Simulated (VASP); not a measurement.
Ti: single point with PBEsol

The system is Ti.

```
CELL_PARAMETERS angstrom
0.00000 2.75130 2.75130
2.75130 0.00000 2.75130
2.75130 2.75130 0.00000
ATOMIC_POSITIONS crystal
Ti 0.50000 0.50000 0.50000
Ti 0.75000 0.75000 0.75000
```

This isn't the form of Ti at room conditions, which is hcp.

```yaml
Program: VASP 6.6.1
Task: single point
Functional: PBEsol
Potentials_or_basis: VASP PAW PBE potentials, release 64 (Ti_sv)
Cutoff: 500 eV
k_mesh: 6 × 6 × 6
Occupations: gaussian, width 0.1 eV
Spin: no spin polarisation
Dipole_correction: no
Further_INCAR_settings: ALGO = Normal; EDIFF = 1e-06; NBANDS = 19
```

```json
{
 "Pressure": "0.3 GPa",
 "Band gap on the k mesh": "zero (bands 12 and 13 overlap by 0.25 eV)"
}
```

Levels at points of the mesh, in eV from the Fermi level:
```tsv
k point	band 8	band 9	band 10	band 11	band 12	band 13	band 14	band 15	band 16	band 17
(0.00, 0.00, 0.00)	-32.11	-4.95	-0.74	-0.74	-0.13	-0.13	-0.13	1.87	1.87	1.87
(0.50, 0.00, 0.00)	-31.99	-1.74	-1.50	-0.72	-0.72	-0.14	-0.14	0.63	2.77	2.77
(0.50, 0.50, 0.00)	-31.87	-2.00	-2.00	-0.04	-0.04	0.46	0.46	1.65	1.65	4.06
```

It took 8.8 s on 1 thread of Intel(R) Xeon(R) Platinum 8559C (Emerald Rapids), with other jobs on the host, peak memory 0.15 GiB.

Caveat: the PAW data sets were made with another functional, which shifts forces and pressure a little.
